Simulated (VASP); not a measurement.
Ge:

```xyz
4
Lattice="4.0760 0.0000 0.0000 -2.0380 3.5299 0.0000 0.0000 0.0000 6.7288" Properties=species:S:1:pos:R:3 pbc="T T T"
Ge    0.0000    2.3533    6.3056
Ge    2.0380    1.1766    2.9412
Ge    0.0000    2.3533    3.7877
Ge    2.0380    1.1766    0.4233
```

Base run:

- Program: VASP 6.6.1
- Functional: r2SCAN
- Potentials or basis: VASP PAW PBE potentials, release 64 (Ge_d)
- Cutoff: 520 eV
- k mesh: 8 × 8 × 4
- Occupations: fermi-dirac, width 0.05 eV
- Spin: no spin polarisation

Its results: pressure -3.5 GPa; largest force 0.007 eV/Å.

Question: The run is repeated on the same cell with these changes: functional from r2SCAN to LDA; potentials or basis from VASP PAW PBE potentials, release 64 (Ge_d) to VASP PAW LDA potentials, release 64 (Ge_d). What comes out?

Answer: Pressure -5.0 GPa; largest force 0.028 eV/Å.

Caveats: the PAW data sets were made with another functional, which shifts forces and pressure a little (some runs).
